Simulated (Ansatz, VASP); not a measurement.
## One calculation of C, two programs

```
C
1.0
     0.00000    1.78345    1.78345
     1.78345    0.00000    1.78345
     1.78345    1.78345    0.00000
C
2
Cartesian
  1.7834 1.7834 1.7834
  2.6752 2.6752 2.6752
```

Alike in both runs: task single point; functional PBE; k mesh 7 × 7 × 7; occupations fermi-dirac, width 0.1 eV; no spin polarisation.

```csv
,VASP,Ansatz
version,VASP 6.6.1,Ansatz 0.2.0
potentials or method,"VASP PAW PBE potentials, release 64 (C), cutoff 600 eV","PAW, plane waves, scalar-relativistic"
valence electrons in the cell,8,8
```

```tsv
	VASP	Ansatz	Ansatz less VASP
pressure (GPa)	1.7	1.7	0.00
```

The k mesh is coarse, so the values compare programs but aren't converged.
